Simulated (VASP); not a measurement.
# Sb (R-3m) in VASP: further runs, part 2 of 2

VASP 6.6.1. Earlier steps stand in the parts before.

## Step 3: Electric field gradients, LDA (28.79 Å³/atom)

The input, INCAR:

```
SYSTEM = Sb
PREC     = Accurate       ! precision mode
ENCUT    = 520            ! plane-wave cutoff, eV
EDIFF    = 1E-8           ! SCF threshold, eV
ISMEAR   = -1             ! smearing method
SIGMA    = 0.03           ! smearing width, eV
LREAL    = .FALSE.        ! projectors in reciprocal space
LASPH    = .TRUE.         ! aspherical terms in the spheres
NELM     = 100            ! most SCF steps
ALGO     = Normal         ! electronic algorithm
ISIF     = 2              ! what is computed and relaxed
LWAVE    = .FALSE.        ! write WAVECAR
LCHARG   = .FALSE.        ! write CHGCAR
GGA      = CA             ! functional
LEFG     = .TRUE.       
NBANDS   = 12             ! bands
```

The input, KPOINTS:

```
regular mesh
0
G
  12 12 12
  0 0 0
```

The input, POSCAR:

```
Sb
1.0
    2.1215346023      1.2248685738      3.6933992025
   -2.1215346023      1.2248685738      3.6933992025
    0.0000000000     -2.4497371474      3.6933992025
Sb
2
Direct
    0.2336400000      0.2336400000      0.2336400000
    0.7663600000      0.7663600000      0.7663600000
```

Potentials or basis: VASP PAW LDA potentials, release 64 (Sb).

Run with:

```bash
> cat potpaw_LDA.64/Sb/POTCAR > POTCAR
> mpirun -np 1 vasp_std > vasp.out
```

OUTCAR:

```text
SYSTEM = Sb
   PREC = Accurate
   ENCUT = 520
   EDIFF = 1E-8
   ISMEAR = -1
   LREAL = .FALSE.
   LASPH = .TRUE.
   NELM = 100
   ISIF = 2
   GGA = CA

 ion  position               nearest neighbor table
   1  0.234  0.234  0.234-   2 2.86   2 2.86   2 2.86   2 3.30   2 3.30   2 3.30
   2  0.766  0.766  0.766-   1 2.86   1 2.86   1 2.86   1 3.30   1 3.30   1 3.30

  LATTYP: Found a trigonal (rhomboedric) cell.
 ALAT       =     4.4319758304
 COS(alpha) =     0.5417151843

  Lattice vectors:

 A1 = (   2.1215346023,   1.2248685738,   3.6933992025)
 A2 = (  -2.1215346023,   1.2248685738,   3.6933992025)
 A3 = (   0.0000000000,  -2.4497371474,   3.6933992025)

Analysis of symmetry for initial positions (statically):
=====================================================================
 Subroutine PRICEL returns:
 Original cell was already a primitive cell.

 Routine SETGRP: Setting up the symmetry group for a
 trigonal (rhombohedral) supercell.

 Subroutine GETGRP returns: Found 12 space group operations
 (whereof 12 operations were pure point group operations)
 out of a pool of 12 trial point group operations.

The static configuration has the point symmetry D_3d.

Analysis of symmetry for dynamics (positions and initial velocities):
=====================================================================
 Subroutine PRICEL returns:
 Original cell was already a primitive cell.

 Routine SETGRP: Setting up the symmetry group for a
 trigonal (rhombohedral) supercell.

 Subroutine GETGRP returns: Found 12 space group operations
 (whereof 12 operations were pure point group operations)
[... 506 lines left out ...]
      3       3.8335      2.00000
      4       5.3947      2.00000
      5       5.9797      2.00000
      6       8.6994      0.00000
      7       9.1019      0.00000
      8      10.9568      0.00000
      9      14.2810      0.00000
     10      14.8307      0.00000
     11      15.4158      0.00000
     12      17.7807      0.00000

 [... further k-points ...]

------------------------ aborting loop because EDIFF is reached ----------------------------------------

  FORCE on cell =-STRESS in cart. coord.  units (eV):
  Direction    XX          YY          ZZ          XY          YZ          ZX
  --------------------------------------------------------------------------------------
  -------------------------------------------------------------------------------------
  Total        0.8741624      0.8741624      0.4911760      0.0000000      0.0000000      0.0000000
  in kB       24.3212333     24.3212333     13.6656586      0.0000000      0.0000000      0.0000000
  external PRESSURE =      20.7693751 kB  Pullay stress =       0.0000000 kB

 VOLUME and BASIS-vectors are now :
 -----------------------------------------------------------------------------
  energy-cutoff  :      520.00
  volume of cell :       57.59
      direct lattice vectors                 reciprocal lattice vectors
     2.121534602  1.224868574  3.693399203     0.235678456  0.136069020  0.090251098
    -2.121534602  1.224868574  3.693399203    -0.235678456  0.136069020  0.090251098
     0.000000000 -2.449737147  3.693399203     0.000000000 -0.272138040  0.090251098

 POSITION                                       TOTAL-FORCE (eV/Angst)
 -----------------------------------------------------------------------------------
      0.00000      0.00000      2.58878         0.000000      0.000000      0.364727
      0.00000      0.00000      8.49142         0.000000     -0.000000     -0.364727
 -----------------------------------------------------------------------------------
    total drift:                                0.000000     -0.000000      0.000000

  FREE ENERGIE OF THE ION-ELECTRON SYSTEM (eV)
  ---------------------------------------------------
  free  energy   TOTEN  =        -9.6096422830 eV

  energy  without entropy=       -9.6093102602  energy(sigma->0) =       -9.60947627

 Electric field gradients (V/A^2)
---------------------------------------------------------------------
 ion       V_xx      V_yy      V_zz      V_xy      V_xz      V_yz
---------------------------------------------------------------------
   1      21.318    21.318   -42.636    -0.000     0.000    -0.000
   2      21.318    21.318   -42.636    -0.000     0.000    -0.000
---------------------------------------------------------------------

 Electric field gradients after diagonalization (V/A^2)
 (convention: |V_zz| > |V_xx| > |V_yy|)
----------------------------------------------------------------------
 ion       V_xx      V_yy      V_zz     asymmetry (V_yy - V_xx)/ V_zz
----------------------------------------------------------------------
   1      21.318    21.318   -42.636       0.000
   2      21.318    21.318   -42.636       0.000
----------------------------------------------------------------------

           NMR quadrupolar parameters

 Cq : quadrupolar parameter    Cq=e*Q*V_zz/h
 eta: asymmetry parameters     (V_yy - V_xx)/ V_zz
 Q  : nuclear electric quadrupole moment in mb (millibarn)
----------------------------------------------------------------------
 ion       Cq(MHz)       eta       Q (mb)
----------------------------------------------------------------------
   1      -0.103       0.000       1.000
   2      -0.103       0.000       1.000
----------------------------------------------------------------------
```

OSZICAR:

```text
N       E                     dE             d eps       ncg     rms          rms(c)
DAV:   1     0.364210725599E+02    0.36421E+02   -0.35818E+03  4536   0.661E+02
DAV:   2    -0.754944060416E+01   -0.43971E+02   -0.42619E+02  6112   0.112E+02
DAV:   3    -0.962252940699E+01   -0.20731E+01   -0.20427E+01  5544   0.267E+01
DAV:   4    -0.964063120858E+01   -0.18102E-01   -0.18100E-01  5244   0.305E+00
DAV:   5    -0.964085439584E+01   -0.22319E-03   -0.22319E-03  5492   0.369E-01    0.340E+00
DAV:   6    -0.962053145469E+01    0.20323E-01   -0.51562E-03  5272   0.352E-01    0.204E+00
DAV:   7    -0.960964267883E+01    0.10889E-01   -0.10705E-02  5096   0.504E-01    0.551E-02
DAV:   8    -0.960963820895E+01    0.44699E-05   -0.38269E-04  5332   0.125E-01    0.200E-02
DAV:   9    -0.960964238917E+01   -0.41802E-05   -0.21963E-05  5508   0.270E-02    0.871E-03
DAV:  10    -0.960964222102E+01    0.16816E-06   -0.15979E-06  5396   0.679E-03    0.136E-03
DAV:  11    -0.960964228439E+01   -0.63374E-07   -0.15562E-07  5320   0.244E-03    0.481E-04
DAV:  12    -0.960964228299E+01    0.13956E-08   -0.15309E-08  3808   0.622E-04
   1 F= -.96096423E+01 E0= -.96094763E+01  d E =-.332023E-03
```

It took 56 s on 1 thread of AMD EPYC 9R45 (Zen 5), shared host; peak memory 0.22 GiB.

What came out:

| Item | Value |
| --- | --- |
| Free energy | -9.6096 eV |
| Pressure | 2.1 GPa |
| Largest force | 0.365 eV/Å |
| Band gap on the k mesh | zero (bands 5 and 6 overlap by 0.35 eV) |
| Largest electric field gradient by atom | Sb -42.6 V/Å² |

Forces on the atoms (eV/Å):
```
Sb   0.000  0.000  0.365
Sb   0.000  0.000 -0.365
```

Electric field gradients, principal values (V/Å²):
| atom | least | middle | greatest (by size) |
| --- | --- | --- | --- |
| 1 Sb | 21.318 | 21.318 | -42.636 |
| 2 Sb | 21.318 | 21.318 | -42.636 |

Caveat: without QUAD_EFG the Cq values of the log hold for a quadrupole moment of 1 mb, not for the nuclei; spin-orbit coupling is left out, which moves the levels of the heavy elements.
